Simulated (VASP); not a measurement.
Here is a VASP 6.6.1 calculation.

INCAR

```
SYSTEM = Tl12Br11F
PREC = Accurate ; ENCUT = 520
EDIFF = 1E-8 ; ISMEAR = -1
SIGMA = 0.01 ; LREAL = Auto
LASPH = .True. ; NELM = 100
ALGO = Normal ; ISIF = 2
LWAVE = .False. ; LCHARG = .False.
GGA = PE ; LEFG = .True.
NBANDS = 138
```

The input KPOINTS:

```
Automatic mesh
0
Gamma
  3 3 2
  0 0 0
```

File POSCAR:

```
Tl12Br11F
1.0
    6.6292610085     -6.2222708063      0.0000000000
    0.0000000000     12.4445416126      0.0000000000
    0.0000000000      0.0000000000      9.9435164400
Tl F Br
12 1 11
Direct
    0.3333333333      0.2777323167      0.3750000000
    0.3333333333      0.2777323167      0.8750000000
    0.6666666667      0.9443989833      0.3750000000
    0.6666666667      0.9443989833      0.8750000000
    0.0000000000      0.6110656500      0.3750000000
    0.0000000000      0.6110656500      0.8750000000
    0.3333333333      0.0556010167      0.1250000000
    0.3333333333      0.0556010167      0.6250000000
    0.6666666667      0.7222676833      0.1250000000
    0.6666666667      0.7222676833      0.6250000000
    0.0000000000      0.3889343500      0.1250000000
    0.0000000000      0.3889343500      0.6250000000
    0.3333333333      0.8034096667      0.1250000000
    0.3333333333      0.8034096667      0.6250000000
    0.6666666667      0.4700763333      0.1250000000
    0.6666666667      0.4700763333      0.6250000000
    0.0000000000      0.1367430000      0.1250000000
    0.0000000000      0.1367430000      0.6250000000
    0.3333333333      0.5299236667      0.3750000000
    0.3333333333      0.5299236667      0.8750000000
    0.6666666667      0.1965903333      0.3750000000
    0.6666666667      0.1965903333      0.8750000000
    0.0000000000      0.8632570000      0.3750000000
    0.0000000000      0.8632570000      0.8750000000
```

Potentials or basis: VASP PAW PBE potentials, release 64 (Tl_d, F, Br).

Launch:

```console
$ cat potpaw_PBE.64/Tl_d/POTCAR potpaw_PBE.64/F/POTCAR potpaw_PBE.64/Br/POTCAR > POTCAR
$ mpirun -np 1 vasp_std > vasp.out
```

What does it give for the band gap on the k mesh?

2.37 eV.

Estimate the pressure.

0.4 GPa.

Predict the largest force.

0.563 eV/Å.

Forces in eV/Å, atoms in the order of the input:
```
Tl   0.000  0.049 -0.002
Tl   0.000  0.049  0.002
Tl  -0.212  0.067 -0.237
Tl  -0.212  0.067  0.237
Tl   0.212  0.067 -0.237
Tl   0.212  0.067  0.237
Tl   0.000 -0.563  0.000
Tl   0.000 -0.039  0.000
Tl  -0.066  0.052  0.000
Tl  -0.007 -0.028  0.000
Tl   0.066  0.052  0.000
Tl   0.007 -0.028  0.000
F    0.000  0.224  0.000
Br   0.000 -0.028  0.000
Br  -0.024 -0.044  0.000
Br   0.030 -0.035  0.000
Br   0.024 -0.044  0.000
Br  -0.030 -0.035  0.000
Br   0.000  0.011  0.008
Br   0.000  0.011 -0.008
Br  -0.001  0.032  0.002
Br  -0.001  0.032 -0.002
Br   0.001  0.032  0.002
Br   0.001  0.032 -0.002
```

Caveat: without QUAD_EFG the Cq values of the log hold for a quadrupole moment of 1 mb, not for the nuclei; spin-orbit coupling is left out, which moves the levels of the heavy elements.
